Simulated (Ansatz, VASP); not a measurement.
# Two plane-wave programs on BN

The input INCAR:

```
SYSTEM = BN
  ALGO = Normal
  EDIFF = 1E-6
  ENCUT = 600
  GGA = PS
  GGA_COMPAT = .False.
  ISIF = 2
  ISMEAR = -1
  LASPH = .True.
  LCHARG = .False.
  LREAL = .False.
  LWAVE = .False.
  NBANDS = 11
  NELM = 120
  PREC = Accurate
  SIGMA = 0.02
```

KPOINTS

```
k-points
0
Gamma
  10 10 10
  0 0 0
```

The input POSCAR:

```
BN
1.0
    0.0000000000      1.8075000000      1.8255750000
    1.8075000000      0.0000000000      1.8255750000
    1.8075000000      1.8075000000      0.0000000000
B N
1 1
Direct
    0.0000000000      0.0000000000      0.0000000000
    0.2500000000      0.2500000000      0.2500000000
```

Input for Ansatz:

```yaml
crystal:
  lattice:
    - [0.0, 1.8075, 1.8255750000000002]
    - [1.8075, 0.0, 1.8255750000000002]
    - [1.8075, 1.8075, 0.0]
  atoms:
    - { symbol: B, position: [0.0, 0.0, 0.0] }
    - { symbol: "N", position: [0.25, 0.25, 0.25] }
basis:
  ecutwfc: 462.593566181796
kpoints:
  mp_grid:
    grid: [10, 10, 10]
hamiltonian:
  xc: pbesol
  pseudopotentials:
    kind: paw
scf:
  occupations:
    method: fermi_dirac
    width: 0.02
output:
  stress: true
```

Alike in both runs: task single point; functional PBEsol; k mesh 10 × 10 × 10; occupations fermi-dirac, width 0.02 eV; no spin polarisation.

|  | VASP | Ansatz |
| --- | --- | --- |
| version | VASP 6.6.1 | Ansatz 0.2.0 |
| potentials or method | VASP PAW PBE potentials, release 64 (B, N), cutoff 600 eV | plane waves, PAW |
| valence electrons in the cell | 8 | 8 |

VASP gave:

* pressure (GPa): -6.3
* traceless stress, the component that is largest in VASP (GPa): -4.04

Question: Which values does Ansatz return?

Answer: Pressure (GPa): -6.6; traceless stress, the component that is largest in VASP (GPa): -4.04.

VASP's potentials were made for PBE, not for PBEsol.
